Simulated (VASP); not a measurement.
Wanted: the native input for a VASP 6.6.1 run.

```yaml
Task: relaxation of cell and atoms
Functional: PBE
Potentials_or_basis: VASP PAW PBE potentials, release 64 (Ca_sv)
Cutoff: 600 eV
k_mesh: 14 × 14 × 14
Occupations: gaussian, width 0.1 eV
Spin: no spin polarisation
Target_pressure: 12 GPa
Dipole_correction: no
Further_INCAR_settings: ALGO = Fast; EDIFF = 1e-06; IBRION = 2; EDIFFG = -0.008; NSW = 70; ISIF = 3
```

The structure of Ca lies in POSCAR:

```
Ca
1.0
   -2.0092849692      2.0092849692      1.9986168597
    2.0092849692     -2.0092849692      1.9986168597
    2.0092849692      2.0092849692     -1.9986168597
Ca
1
Direct
    0.5000000000      0.5000000000      0.0000000000
```

One way to write it, as run:

INCAR

```
  ALGO = Fast
  EDIFF = 1E-6
  EDIFFG = -0.008
  ENCUT = 600
  GGA = PE
  IBRION = 2
  ISIF = 3
  ISMEAR = 0
  LASPH = T
  LCHARG = F
  LREAL = F
  LWAVE = F
  NELM = 60
  NSW = 70
  PREC = Accurate
  PSTRESS = 120.0
  SIGMA = 0.1
```

KPOINTS

```
k-points
0
Gamma
  14 14 14
```

Potentials or basis: VASP PAW PBE potentials, release 64 (Ca_sv).

Command:

```bash
$ cat potpaw_PBE.64/Ca_sv/POTCAR > POTCAR
$ mpirun -np 1 vasp_std > vasp.out
```

It gave:

| Item | Value |
| --- | --- |
| Relaxed volume | 28.43 Å³/atom |
| Relaxed cell | a = 3.330 Å, b = 3.330 Å, c = 3.330 Å, α = 109.40°, β = 109.40°, γ = 109.61° |
| Space group after relaxing (to 0.05 Å) | Im-3m (No. 229) |
| Energy change on relaxing (the enthalpy is what falls) | +218.8 meV/atom |
| Ionic steps | 10 |
| Pressure after relaxing | 12.0 GPa |
| Band gap on the k mesh | zero (band 5 reaches 4.26 eV, above the bottom of band 6 at 3.27 eV) |

Caveat: the cell is relaxed towards a set pressure, so the enthalpy falls and the energy may rise.

Wall time 11 min on 1 thread of AMD EPYC 7R43 64-Core Processor (Zen 3), with other jobs on the host, peak memory 0.2 GiB.
